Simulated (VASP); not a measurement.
# W (Fm-3m) in VASP: further runs

Runs on W. Level: PBE. Tasks: single point, relaxation of cell and atoms.

All numbers are computed with VASP 6.6.1; they aren't measurements. Logs are shortened: lines on timing, memory, paths and dates and some standing lists are left out, and cuts for length are marked.

## 1. The cell of the first run

Symmetry: Fm-3m, No. 225, cubic system. Conventional cell: a = 3.999 Å, b = 3.999 Å, c = 3.999 Å, α = 90.00°, β = 90.00°, γ = 90.00°. W (site symmetry m-3m) has 12 W at 2.83 Å within 3.7 Å.

This isn't the form of W at room conditions, which is bcc.

## 2. Single point, PBE (15.98 Å³/atom)

Contents of INCAR:

```
SYSTEM = W
ALGO     = Normal         ! electronic algorithm
EDIFF    = 1E-6           ! SCF threshold, eV
ENCUT    = 520            ! plane-wave cutoff, eV
GGA      = PE             ! functional
ISIF     = 2              ! what is computed and relaxed
ISMEAR   = -1             ! smearing method
LASPH    = .TRUE.         ! aspherical terms in the spheres
LCHARG   = .FALSE.        ! write CHGCAR
LREAL    = .FALSE.        ! projectors in reciprocal space
LWAVE    = .FALSE.        ! write WAVECAR
NBANDS   = 13             ! bands
NELM     = 100            ! most SCF steps
PREC     = Accurate       ! precision mode
SIGMA    = 0.08           ! smearing width, eV
```

Contents of KPOINTS:

```
k-points
0
G
  17 17 17
  0 0 0
```

Contents of POSCAR:

```
W
1.0
    0.0000000000      1.9992822213      1.9992822213
    1.9992822213      0.0000000000      1.9992822213
    1.9992822213      1.9992822213      0.0000000000
W
1
Direct
    0.0000000000      0.0000000000      0.0000000000
```

Potentials or basis: VASP PAW PBE potentials, release 64 (W_sv).

Launch:

```bash
> cat potpaw_PBE.64/W_sv/POTCAR > POTCAR
> mpirun -np 1 vasp_std > vasp.out
```

OUTCAR:

```text
SYSTEM = W
   EDIFF = 1E-6
   ENCUT = 520
   GGA = PE
   ISIF = 2
   ISMEAR = -1
   LASPH = .TRUE.
   LREAL = .FALSE.
   NELM = 100
   PREC = Accurate

 ion  position               nearest neighbor table
   1  0.000  0.000  0.000-

  LATTYP: Found a face centered cubic cell.
 ALAT       =     3.9985644426

  Lattice vectors:

 A1 = (   0.0000000000,   1.9992822213,   1.9992822213)
 A2 = (   1.9992822213,   0.0000000000,   1.9992822213)
 A3 = (   1.9992822213,   1.9992822213,   0.0000000000)

Analysis of symmetry for initial positions (statically):
=====================================================================
 Subroutine PRICEL returns:
 Original cell was already a primitive cell.

 Routine SETGRP: Setting up the symmetry group for a
 face centered cubic supercell.

 Subroutine GETGRP returns: Found 48 space group operations
 (whereof 48 operations were pure point group operations)
 out of a pool of 48 trial point group operations.

The static configuration has the point symmetry O_h .

Analysis of symmetry for dynamics (positions and initial velocities):
=====================================================================
 Subroutine PRICEL returns:
 Original cell was already a primitive cell.

 Routine SETGRP: Setting up the symmetry group for a
 face centered cubic supercell.

 Subroutine GETGRP returns: Found 48 space group operations
 (whereof 48 operations were pure point group operations)
 out of a pool of 48 trial point group operations.

The dynamic configuration has the point symmetry O_h .

 Subroutine INISYM returns: Found 48 space group operations
 (whereof 48 operations are pure point group operations),
 and found     1 'primitive' translations

----------------------------------------------------------------------------------------

                                     Primitive cell

  volume of cell :      15.9828

  direct lattice vectors                    reciprocal lattice vectors
     0.000000000  1.999282221  1.999282221    -0.250089755  0.250089755  0.250089755
     1.999282221  0.000000000  1.999282221     0.250089755 -0.250089755  0.250089755
     1.999282221  1.999282221  0.000000000     0.250089755  0.250089755 -0.250089755

  length of vectors
     2.827412032  2.827412032  2.827412032     0.433168161  0.433168161  0.433168161

  position of ions in fractional coordinates (direct lattice)
     0.000000000  0.000000000  0.000000000

  ion indices of the primitive-cell ions
   primitive index   ion index
                 1           1

----------------------------------------------------------------------------------------

 KPOINTS: k-points

Automatic generation of k-mesh.
 Grid dimensions read from file:
 generate k-points for:   17   17   17

 Generating k-lattice:

  Cartesian coordinates                     Fractional coordinates (reciprocal lattice)
    -0.014711162  0.014711162  0.014711162     0.058823529  0.000000000  0.000000000
     0.014711162 -0.014711162  0.014711162     0.000000000  0.058823529  0.000000000
     0.014711162  0.014711162 -0.014711162     0.000000000  0.000000000  0.058823529

  Length of vectors
     0.025480480  0.025480480  0.025480480

  Shift w.r.t. Gamma in fractional coordinates (k-lattice)
     0.000000000  0.000000000  0.000000000

 Subroutine IBZKPT returns following result:
 ===========================================

 Found    165 irreducible k-points:

 Following reciprocal coordinates:
            Coordinates               Weight
  0.000000  0.000000  0.000000      1.000000
  0.058824  0.000000  0.000000      8.000000
  0.117647  0.000000  0.000000      8.000000
  0.176471  0.000000  0.000000      8.000000
  0.235294  0.000000  0.000000      8.000000
  0.294118  0.000000  0.000000      8.000000
[... 16 lines left out ...]
 -0.176471  0.058824  0.000000     24.000000
 -0.117647  0.058824  0.000000     24.000000
 [... further k-points ...]
   k-points           NKPTS =    165   k-points in BZ     NKDIM =    165   number of bands    NBANDS=     13
   number of dos      NEDOS =    301   number of ions     NIONS =      1
   total plane-waves  NPLWV =  13824
   dimension x,y,z NGX =    24 NGY =   24 NGZ =   24
   dimension x,y,z NGXF=    48 NGYF=   48 NGZF=   48
   ions per type =               1
   NGX,Y,Z   is equivalent  to a cutoff of  14.11, 14.11, 14.11 a.u.
   NGXF,Y,Z  is equivalent  to a cutoff of  28.22, 28.22, 28.22 a.u.
 SYSTEM =  W
   PREC   = accura    normal or accurate (medium, high low for compatibility)
   ISTART =      0    job   : 0-new  1-cont  2-samecut
   ICHARG =      2    charge: 1-file 2-atom 10-const
   ISPIN  =      1    spin polarized calculation?
   LNONCOLLINEAR =      F non collinear calculations
   LSORBIT =      F    spin-orbit coupling
   LASPH  =      T    aspherical Exc in radial PAW
   ENCUT  =  520.0 eV  38.22 Ry    6.18 a.u.   5.26  5.26  5.26*2*pi/ulx,y,z
   NELM   =    100;   NELMIN=  2; NELMDL= -5     # of ELM steps
   EDIFF  = 0.1E-05   stopping-criterion for ELM
   LREAL  =      F    real-space projection
   EDIFFG = 0.1E-04   stopping-criterion for IOM
   NSW    =      0    number of steps for IOM
   IBRION =     -1    ionic relax: 0-MD 1-quasi-New 2-CG
   NFREE  =      0    steps in history (QN), initial steepest desc. (CG)
   ISIF   =      2    stress and relaxation
   ISYM   =      2    0-nonsym 1-usesym 2-fastsym
   POTIM  = 0.5000    time-step for ionic-motion
   TEBEG  =    0.0;   TEEND  =   0.0 temperature during run
   PSTRESS=    0.0 pullay stress
   NELECT =      14.0000    total number of electrons
   NUPDOWN=      -1.0000    fix difference up-down
   EMIN   =  10.00;   EMAX   =-10.00  energy-range for DOS
   EFERMI =   0.00;   METHOD = LEGACY
   ISMEAR =    -1;   SIGMA  =   0.08  broadening in eV -4-tet -1-fermi 0-gaus
   EFERMI_NEDOS =   21; number of points for ismear=-14 and -15
   IALGO  =     38    algorithm
   IMIX   =      4    mixing-type and parameters
     AMIX     =   0.40;   BMIX     =  1.00
     AMIX_MAG =   1.60;   BMIX_MAG =  1.00
  volume/ion in A,a.u.               =      15.98       107.86
  Fermi-wavevector in a.u.,A,eV,Ry     =   1.566391  2.960049 33.382977  2.453580
  Thomas-Fermi vector in A             =   2.668726
   LORBIT       =      0    0 simple, 1 ext, 2 COOP (PROOUT), +10 PAW based schemes
   GGA     = PE    functional components
   LHFCALC =     F    Hartree Fock is set to
   AEXX    =    0.0000 exact exchange contribution
   IVDW    =     0    specifies the selected vdW correction
   LEPSILON=     F    determine dielectric tensor
   LRPA    =     F    only Hartree local field effects (RPA)
 non-spin polarized calculation
  energy-cutoff  :      520.00
  volume of cell :       15.98
 maximum number of plane-waves:       444
 NGX is ok and might be reduce to    24
   NGX = 11   NGY = 11   NGZ = 11

 number of electron      14.0000000 magnetization

 Free energy of the ion-electron system (eV)
  ---------------------------------------------------
  ext. energy  EPLUGINS =         0.00000000
  ---------------------------------------------------
  free energy    TOTEN  =       -12.46839336 eV

  energy without entropy =      -12.44123276  energy(sigma->0) =      -12.45481306

 E-fermi :  10.8626     XC(G=0): -13.5833

 val. band max:       10.8578688474   @ k =  -0.4118   0.1765   0.0588
 cond. band min:      10.8657900757   @ k =  -0.1765   0.0588   0.0000
 fundamental gap:      0.0079212283
 Fermi energy:        10.8625639214

 k-point     1 :       0.0000    0.0000    0.0000
  band No.  band energies     occupation
      1     -62.7630      2.00000
      2     -26.3588      2.00000
      3     -26.3588      2.00000
      4     -26.3588      2.00000
      5       1.7262      2.00000
      6      10.2672      1.99883
      7      10.2672      1.99883
      8      10.2672      1.99883
      9      13.5133      0.00000
     10      13.5133      0.00000
     11      23.6756      0.00000
     12      29.0252      0.00000
     13      29.0252      0.00000

 k-point     2 :       0.0588    0.0000    0.0000
  band No.  band energies     occupation
      1     -62.7590      2.00000
      2     -26.4043      2.00000
      3     -26.3646      2.00000
      4     -26.3646      2.00000
      5       1.8836      2.00000
      6      10.1433      1.99975
      7      10.3413      1.99705
      8      10.3413      1.99705
      9      13.4432      0.00000
     10      13.4432      0.00000
     11      23.9943      0.00000
     12      28.3335      0.00000
     13      29.3216      0.00000

 k-point     3 :       0.1176    0.0000    0.0000
  band No.  band energies     occupation
      1     -62.7475      2.00000
      2     -26.5334      2.00000
      3     -26.3810      2.00000
      4     -26.3810      2.00000
      5       2.3359      2.00000
      6       9.8306      2.00000
      7      10.5304      1.96901
      8      10.5304      1.96901
      9      13.2915      0.00000
     10      13.2915      0.00000
     11      24.8298      0.00000
     12      27.0944      0.00000
     13      30.1770      0.00000
[... 305 lines left out ...]
 k-point    23 :      -0.1765    0.0588    0.0000
  band No.  band energies     occupation
      1     -62.7203      2.00000
      2     -26.8085      2.00000
      3     -26.4580      2.00000
      4     -26.4027      2.00000
      5       3.4054      2.00000
      6       9.2630      2.00000
      7      10.7570      1.57840
      8      10.8658      0.97984
      9      12.7654      0.00000
     10      13.7539      0.00000
     11      25.1803      0.00000
     12      27.1512      0.00000
     13      31.1558      0.00000

 k-point    24 :      -0.1176    0.0588    0.0000
  band No.  band energies     occupation
      1     -62.7390      2.00000
      2     -26.6106      2.00000
      3     -26.4232      2.00000
      4     -26.3797      2.00000
      5       2.6735      2.00000
      6       9.5903      2.00000
      7      10.6708      1.83322
      8      10.6793      1.81616
      9      12.8776      0.00000
     10      13.5490      0.00000
     11      25.4127      0.00000
     12      26.7498      0.00000
     13      29.9945      0.00000

 [... further k-points ...]

------------------------ aborting loop because EDIFF is reached ----------------------------------------

  FORCE on cell =-STRESS in cart. coord.  units (eV):
  Direction    XX          YY          ZZ          XY          YZ          ZX
  --------------------------------------------------------------------------------------
  -------------------------------------------------------------------------------------
  Total        0.9348026      0.9348026      0.9348026      0.0000000      0.0000000      0.0000000
  in kB       93.7083288     93.7083288     93.7083288      0.0000000      0.0000000      0.0000000
  external PRESSURE =      93.7083288 kB  Pullay stress =       0.0000000 kB

 VOLUME and BASIS-vectors are now :
 -----------------------------------------------------------------------------
  energy-cutoff  :      520.00
  volume of cell :       15.98
      direct lattice vectors                 reciprocal lattice vectors
     0.000000000  1.999282221  1.999282221    -0.250089755  0.250089755  0.250089755
     1.999282221  0.000000000  1.999282221     0.250089755 -0.250089755  0.250089755
     1.999282221  1.999282221  0.000000000     0.250089755  0.250089755 -0.250089755

 POSITION                                       TOTAL-FORCE (eV/Angst)
 -----------------------------------------------------------------------------------
      0.00000      0.00000      0.00000         0.000000      0.000000      0.000000
 -----------------------------------------------------------------------------------
    total drift:                               -0.000000      0.000000     -0.000000

  FREE ENERGIE OF THE ION-ELECTRON SYSTEM (eV)
  ---------------------------------------------------
  free  energy   TOTEN  =       -12.4683933589 eV

  energy  without entropy=      -12.4412327552  energy(sigma->0) =      -12.45481306
```

Run time: 9.3 s. Hardware: 1 thread of Intel Xeon 6975P-C (Granite Rapids), shared host; peak memory 0.16 GiB.

What came out:

```
Free energy            : -12.4684 eV
Pressure               : 9.4 GPa
Band gap on the k mesh : zero (bands 7 and 8 overlap by 3.62 eV)
```

Levels at points of the mesh, in eV from the Fermi level:
```tsv
k point	band 3	band 4	band 5	band 6	band 7	band 8	band 9	band 10	band 11	band 12
(0.00, 0.00, 0.00)	-37.22	-37.22	-9.14	-0.60	-0.60	-0.60	2.65	2.65	12.81	18.16
```

Caveat: the cell stands under pressure; spin-orbit coupling is left out, which moves the levels of the heavy elements.

(Part 1 of 2 ends here.)
